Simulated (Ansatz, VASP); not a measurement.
# Two plane-wave programs on BN

```
B N
1.0
     0.00000    1.80481    1.80481
     1.80481    0.00000    1.80481
     1.80481    1.80481    0.00000
B N
1 1
Direct
  0.06233 0.06233 0.93767
  0.75000 0.75000 0.75000
```

Change from the starting cell: all B atoms moved +0.225 Å, as atom 1 along Cartesian [0 0 1].

Alike in both runs: task single point; functional r2SCAN; k mesh 12 × 12 × 12; occupations gaussian, width 0.05 eV; no spin polarisation.

|  | VASP | Ansatz |
| --- | --- | --- |
| version | VASP 6.6.1 | Ansatz 0.2.0 |
| potentials or method | VASP PAW PBE potentials, release 64 (B, N), cutoff 520 eV | scalar-relativistic, plane waves, PAW |
| valence electrons in the cell | 8 | 8 |

|  | VASP | Ansatz | Ansatz less VASP |
| --- | --- | --- | --- |
| gap on the k mesh at the Fermi level (eV) | 3.08 | 3.08 | +0.003 |
| least direct gap on the mesh (eV) | 7.56 | 7.57 | +0.017 |
| pressure (GPa) | 15.5 | 14.7 | -0.87 |
| traceless stress, the component that is largest in VASP (GPa) | -4.30 | -4.09 | +0.201 |
| rms of the force components (eV/Å) | 2.838 | 2.840 | +0.0021 |

VASP's potentials were made for PBE, not for r2SCAN. Atom by atom the forces differ by 0.002 eV/Å (rms over components). The functional is the same, so the differences come from potentials, cutoffs and numerics.
